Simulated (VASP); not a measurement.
Input of a VASP 6.6.1 run:

File INCAR:

```
SYSTEM = W2N3
  PREC = Accurate
  ENCUT = 520
  EDIFF = 1E-6
  ISMEAR = 0
  SIGMA = 0.1
  LREAL = .FALSE.
  LASPH = .TRUE.
  NELM = 80
  ALGO = Normal
  ISIF = 2
  LWAVE = .FALSE.
  LCHARG = .FALSE.
  GGA = PE
  NBANDS = 54
```

KPOINTS

```
Automatic mesh
0
G
  12 12 4
  0 0 0
```

Contents of POSCAR:

```
W2N3
1.0
    2.9109627507      0.0000000000      0.0000000000
   -1.4554813753      2.5209676916      0.0000000000
    0.0000000000      0.0000000000     17.1549983300
W N
4 6
Direct
    0.6666666667      0.3333333333      0.1645035455
    0.3333333333      0.6666666667      0.8354964545
    0.3333333333      0.6666666667      0.6645035455
    0.6666666667      0.3333333333      0.3354964545
    0.6666666667      0.3333333333      0.9003336972
    0.3333333333      0.6666666667      0.0996663028
    0.3333333333      0.6666666667      0.4003336972
    0.6666666667      0.3333333333      0.5996663028
    0.6666666667      0.3333333333      0.7500000000
    0.3333333333      0.6666666667      0.2500000000
```

Potentials or basis: VASP PAW PBE potentials, release 64 (W_sv, N).

The run is started by

```console
$ cat potpaw_PBE.64/W_sv/POTCAR potpaw_PBE.64/N/POTCAR > POTCAR
$ mpirun -np 1 vasp_std > vasp.out
```

**Question.** Estimate the pressure.

**Answer.** 1.3 GPa.

**Question.** What does it give for the largest force?

**Answer.** 0.144 eV/Å.

Forces in eV/Å, atoms in the order of the input:
```
W    0.000  0.000  0.050
W    0.000  0.000 -0.050
W    0.000  0.000  0.050
W    0.000  0.000 -0.050
N    0.000  0.000  0.144
N    0.000  0.000 -0.144
N    0.000  0.000  0.144
N    0.000  0.000 -0.144
N    0.000  0.000  0.000
N    0.000  0.000  0.000
```
